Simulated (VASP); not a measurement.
# KTaO3 in VASP: a series of runs

KTaO3 is run at these levels: PBE; tasks: electric field gradients.

Program: VASP 6.6.1. These are calculated values, not measurements. Logs are shortened: lines on timing, memory, paths and dates and some standing lists are left out, and cuts for length are marked.

### 1 The cell of the first run

It takes space group R-3m (No. 166, trigonal). Conventional cell: a = 5.584 Å, b = 5.584 Å, c = 7.046 Å, α = 90.00°, β = 90.00°, γ = 120.00°. Within 3.7 Å of K (site symmetry -3m) lie 12 O at 2.79 to 2.85 Å and 8 Ta at 3.43 to 3.52 Å. Within 2.6 Å of Ta (site symmetry -3m) lie 6 O at 1.99 Å. Within 2.6 Å of O (site symmetry 2/m) lie 2 Ta at 1.99 Å.

### 2 Electric field gradients, PBE (equal xy, yz and zx shear strains of +2 %)

Contents of INCAR:

```
SYSTEM = KTaO3
ALGO     = Normal         ! electronic algorithm
EDIFF    = 1E-8           ! SCF threshold, eV
ENCUT    = 520            ! plane-wave cutoff, eV
GGA      = PE             ! functional
ISIF     = 2              ! what is computed and relaxed
ISMEAR   = -1             ! smearing method
LASPH    = .True.         ! aspherical terms in the spheres
LCHARG   = .False.        ! write CHGCAR
LEFG     = .True.       
LREAL    = .False.        ! projectors in reciprocal space
LWAVE    = .False.        ! write WAVECAR
NBANDS   = 27             ! bands
NELM     = 80             ! most SCF steps
PREC     = Accurate       ! precision mode
SIGMA    = 0.01           ! smearing width, eV
```

Contents of KPOINTS:

```
k-points
0
Gamma
  5 5 5
  0 0 0
```

Contents of POSCAR:

```
KTaO3
1.0
    3.9883000000      0.0398830000      0.0398830000
    0.0398830000      3.9883000000      0.0398830000
    0.0398830000      0.0398830000      3.9883000000
K Ta O
1 1 3
Direct
    0.5000000000      0.5000000000      0.5000000000
    0.0000000000      0.0000000000      0.0000000000
    0.5000000000      0.0000000000      0.0000000000
    0.0000000000      0.5000000000      0.0000000000
    0.0000000000      0.0000000000      0.5000000000
```

Potentials or basis: VASP PAW PBE potentials, release 64 (K_sv, Ta_pv, O).

On the command line:

```
> cat potpaw_PBE.64/K_sv/POTCAR potpaw_PBE.64/Ta_pv/POTCAR potpaw_PBE.64/O/POTCAR > POTCAR
> mpirun -np 1 vasp_std > vasp.out
```

OUTCAR:

```text
SYSTEM = KTaO3
   EDIFF = 1E-8
   ENCUT = 520
   GGA = PE
   ISIF = 2
   ISMEAR = -1
   LASPH = .True.
   LREAL = .False.
   NELM = 80
   PREC = Accurate

 ion  position               nearest neighbor table
   1  0.500  0.500  0.500-   3 2.79   4 2.79   3 2.79   5 2.79   4 2.79   5 2.79   3 2.85   3 2.85
                             4 2.85   5 2.85   4 2.85   5 2.85   2 3.43   2 3.43   2 3.43   2 3.43
   2  0.000  0.000  0.000-   3 1.99   4 1.99   5 1.99   5 1.99   4 1.99   3 1.99   1 3.43   1 3.43
                             1 3.43   1 3.43   1 3.43   1 3.43   1 3.52   1 3.52
   3  0.500  0.000  0.000-   2 1.99   2 1.99   1 2.79   1 2.79   1 2.85   1 2.85
   4  0.000  0.500  0.000-   2 1.99   2 1.99   1 2.79   1 2.79   1 2.85   1 2.85
   5  0.000  0.000  0.500-   2 1.99   2 1.99   1 2.79   1 2.79   1 2.85   1 2.85

  LATTYP: Found a trigonal (rhomboedric) cell.
 ALAT       =     3.9886988101
 COS(alpha) =     0.0200959808

  Lattice vectors:

 A1 = (   3.9883000000,   0.0398830000,   0.0398830000)
 A2 = (   0.0398830000,   3.9883000000,   0.0398830000)
 A3 = (   0.0398830000,   0.0398830000,   3.9883000000)

Analysis of symmetry for initial positions (statically):
=====================================================================
 Subroutine PRICEL returns:
 Original cell was already a primitive cell.

 Routine SETGRP: Setting up the symmetry group for a
 trigonal (rhombohedral) supercell.

 Subroutine GETGRP returns: Found 12 space group operations
 (whereof 12 operations were pure point group operations)
 out of a pool of 12 trial point group operations.

The static configuration has the point symmetry D_3d.

Analysis of symmetry for dynamics (positions and initial velocities):
=====================================================================
 Subroutine PRICEL returns:
 Original cell was already a primitive cell.

 Routine SETGRP: Setting up the symmetry group for a
 trigonal (rhombohedral) supercell.

 Subroutine GETGRP returns: Found 12 space group operations
 (whereof 12 operations were pure point group operations)
 out of a pool of 12 trial point group operations.

The dynamic configuration has the point symmetry D_3d.

 Subroutine INISYM returns: Found 12 space group operations
 (whereof 12 operations are pure point group operations),
 and found     1 'primitive' translations

----------------------------------------------------------------------------------------

                                     Primitive cell

  volume of cell :      63.4211

  direct lattice vectors                    reciprocal lattice vectors
     3.988300000  0.039883000  0.039883000     0.250783055 -0.002483001 -0.002483001
     0.039883000  3.988300000  0.039883000    -0.002483001  0.250783055 -0.002483001
     0.039883000  0.039883000  3.988300000    -0.002483001 -0.002483001  0.250783055

  length of vectors
     3.988698810  3.988698810  3.988698810     0.250807638  0.250807638  0.250807638

  position of ions in fractional coordinates (direct lattice)
     0.500000000  0.500000000  0.500000000
     0.000000000  0.000000000  0.000000000
     0.500000000  1.000000000  0.000000000
     1.000000000  0.500000000  0.000000000
     0.000000000  0.000000000  0.500000000

  ion indices of the primitive-cell ions
   primitive index   ion index
                 1           1
                 2           2
                 3           3
                 4           4
                 5           5

----------------------------------------------------------------------------------------

 KPOINTS: k-points

Automatic generation of k-mesh.
 Grid dimensions read from file:
 generate k-points for:    5    5    5

 Generating k-lattice:
[... 39 lines left out ...]
   number of dos      NEDOS =    301   number of ions     NIONS =      5
   total plane-waves  NPLWV =  27000
   dimension x,y,z NGX =    30 NGY =   30 NGZ =   30
   dimension x,y,z NGXF=    60 NGYF=   60 NGZF=   60
   ions per type =               1   1   3
   NGX,Y,Z   is equivalent  to a cutoff of  12.50, 12.50, 12.50 a.u.
   NGXF,Y,Z  is equivalent  to a cutoff of  25.01, 25.01, 25.01 a.u.
 SYSTEM =  KTaO3
   PREC   = accura    normal or accurate (medium, high low for compatibility)
   ISTART =      0    job   : 0-new  1-cont  2-samecut
   ICHARG =      2    charge: 1-file 2-atom 10-const
   ISPIN  =      1    spin polarized calculation?
   LNONCOLLINEAR =      F non collinear calculations
   LSORBIT =      F    spin-orbit coupling
   LASPH  =      T    aspherical Exc in radial PAW
   ENCUT  =  520.0 eV  38.22 Ry    6.18 a.u.   7.42  7.42  7.42*2*pi/ulx,y,z
   NELM   =     80;   NELMIN=  2; NELMDL= -5     # of ELM steps
   EDIFF  = 0.1E-07   stopping-criterion for ELM
   LREAL  =      F    real-space projection
   EDIFFG = 0.1E-06   stopping-criterion for IOM
   NSW    =      0    number of steps for IOM
   IBRION =     -1    ionic relax: 0-MD 1-quasi-New 2-CG
   NFREE  =      0    steps in history (QN), initial steepest desc. (CG)
   ISIF   =      2    stress and relaxation
   ISYM   =      2    0-nonsym 1-usesym 2-fastsym
   POTIM  = 0.5000    time-step for ionic-motion
   TEBEG  =    0.0;   TEEND  =   0.0 temperature during run
   PSTRESS=    0.0 pullay stress
   NELECT =      38.0000    total number of electrons
   NUPDOWN=      -1.0000    fix difference up-down
   EMIN   =  10.00;   EMAX   =-10.00  energy-range for DOS
   EFERMI =   0.00;   METHOD = LEGACY
   ISMEAR =    -1;   SIGMA  =   0.01  broadening in eV -4-tet -1-fermi 0-gaus
   EFERMI_NEDOS =   21; number of points for ismear=-14 and -15
   IALGO  =     38    algorithm
   IMIX   =      4    mixing-type and parameters
     AMIX     =   0.40;   BMIX     =  1.00
     AMIX_MAG =   1.60;   BMIX_MAG =  1.00
  volume/ion in A,a.u.               =      12.68        85.60
  Fermi-wavevector in a.u.,A,eV,Ry     =   1.380145  2.608096 25.916377  1.904800
  Thomas-Fermi vector in A             =   2.505049
   LORBIT       =      0    0 simple, 1 ext, 2 COOP (PROOUT), +10 PAW based schemes
   GGA     = PE    functional components
[... 5 lines left out ...]
 non-spin polarized calculation
  energy-cutoff  :      520.00
  volume of cell :       63.42
 maximum number of plane-waves:      1743
 NGX is ok and might be reduce to    30
   NGX = 15   NGY = 15   NGZ = 15

 number of electron      37.9999973 magnetization

 Free energy of the ion-electron system (eV)
  ---------------------------------------------------
  ext. energy  EPLUGINS =         0.00000000
  ---------------------------------------------------
  free energy    TOTEN  =       -41.00050822 eV

  energy without entropy =      -41.00050822  energy(sigma->0) =      -41.00050822

 E-fermi :   1.9267     XC(G=0): -10.8753

 val. band max:        1.7044819830   @ k =  -0.4000   0.4000   0.4000
 cond. band min:       3.9439812105   @ k =   0.0000   0.0000   0.0000
 fundamental gap:      2.2394992275
 Fermi energy:         1.9266996101

 k-point     1 :       0.0000    0.0000    0.0000
  band No.  band energies     occupation
      1     -32.3340      2.00000
      2     -32.3340      2.00000
      3     -32.3068      2.00000
      4     -25.5187      2.00000
      5     -15.7460      2.00000
      6     -15.0360      2.00000
[... 559 lines left out ...]
     26      13.1403      0.00000
     27      13.6101      0.00000

------------------------ aborting loop because EDIFF is reached ----------------------------------------

  FORCE on cell =-STRESS in cart. coord.  units (eV):
  Direction    XX          YY          ZZ          XY          YZ          ZX
  --------------------------------------------------------------------------------------
  -------------------------------------------------------------------------------------
  Total        2.4286528      2.4286528      2.4286528     -0.7950780     -0.7950780     -0.7950780
  in kB       61.3538759     61.3538759     61.3538759    -20.0856686    -20.0856686    -20.0856686
  external PRESSURE =      61.3538759 kB  Pullay stress =       0.0000000 kB

 VOLUME and BASIS-vectors are now :
 -----------------------------------------------------------------------------
  energy-cutoff  :      520.00
  volume of cell :       63.42
      direct lattice vectors                 reciprocal lattice vectors
     3.988300000  0.039883000  0.039883000     0.250783055 -0.002483001 -0.002483001
     0.039883000  3.988300000  0.039883000    -0.002483001  0.250783055 -0.002483001
     0.039883000  0.039883000  3.988300000    -0.002483001 -0.002483001  0.250783055

 POSITION                                       TOTAL-FORCE (eV/Angst)
 -----------------------------------------------------------------------------------
      2.03403      2.03403      2.03403         0.000000      0.000000      0.000000
      0.00000      0.00000      0.00000        -0.000000     -0.000000      0.000000
      1.99415      0.01994      0.01994        -0.000000     -0.000000      0.000000
      0.01994      1.99415      0.01994        -0.000000     -0.000000      0.000000
      0.01994      0.01994      1.99415         0.000000     -0.000000     -0.000000
 -----------------------------------------------------------------------------------
    total drift:                                0.000000     -0.000000      0.000000

  FREE ENERGIE OF THE ION-ELECTRON SYSTEM (eV)
  ---------------------------------------------------
  free  energy   TOTEN  =       -41.0005082224 eV

  energy  without entropy=      -41.0005082224  energy(sigma->0) =      -41.00050822

 Electric field gradients (V/A^2)
---------------------------------------------------------------------
 ion       V_xx      V_yy      V_zz      V_xy      V_xz      V_yz
---------------------------------------------------------------------
   1       0.000     0.000    -0.000     1.831     1.831     1.831
   2      -0.000    -0.000    -0.000   -22.711   -22.711   -22.711
   3      19.783    -9.891    -9.891     2.674     2.674    -0.948
   4      -9.891    19.783    -9.891     2.674    -0.948     2.674
   5      -9.891    -9.891    19.783    -0.948     2.674     2.674
---------------------------------------------------------------------

 Electric field gradients after diagonalization (V/A^2)
 (convention: |V_zz| > |V_xx| > |V_yy|)
----------------------------------------------------------------------
 ion       V_xx      V_yy      V_zz     asymmetry (V_yy - V_xx)/ V_zz
----------------------------------------------------------------------
   1      -1.831    -1.831     3.663       0.000
   2      22.711    22.711   -45.421       0.000
   3     -11.299    -8.944    20.243       0.116
   4     -11.299    -8.944    20.243       0.116
   5     -11.299    -8.944    20.243       0.116
----------------------------------------------------------------------

           NMR quadrupolar parameters

 Cq : quadrupolar parameter    Cq=e*Q*V_zz/h
 eta: asymmetry parameters     (V_yy - V_xx)/ V_zz
 Q  : nuclear electric quadrupole moment in mb (millibarn)
----------------------------------------------------------------------
 ion       Cq(MHz)       eta       Q (mb)
----------------------------------------------------------------------
   1       0.009       0.000       1.000
   2      -0.110       0.000       1.000
   3       0.049       0.116       1.000
   4       0.049       0.116       1.000
   5       0.049       0.116       1.000
----------------------------------------------------------------------
```

It took 40 s on 1 thread of Intel Xeon 6975P-C, shared host; peak memory 0.19 GiB.

Results:

| Property | Result |
| --- | --- |
| Free energy | -41.0005 eV |
| Pressure | 6.1 GPa |
| Band gap on the k mesh | 2.24 eV, indirect (least direct gap 2.70 eV) |

Electric field gradients, principal values (V/Å²):
```tsv
atom	least	middle	greatest (by size)
1 K	-1.831	-1.831	3.663
2 Ta	22.711	22.711	-45.421
3 O	-8.944	-11.299	20.243
4 O	-8.944	-11.299	20.243
5 O	-8.944	-11.299	20.243
```

Caveat: the cell differs from its parent crystal (equal xy, yz and zx shear strains of +2 %); without QUAD_EFG the Cq values of the log hold for a quadrupole moment of 1 mb, not for the nuclei; spin-orbit coupling is left out, which moves the levels of the heavy elements. A k mesh can miss the band edges.

[end of part 1 of 3]
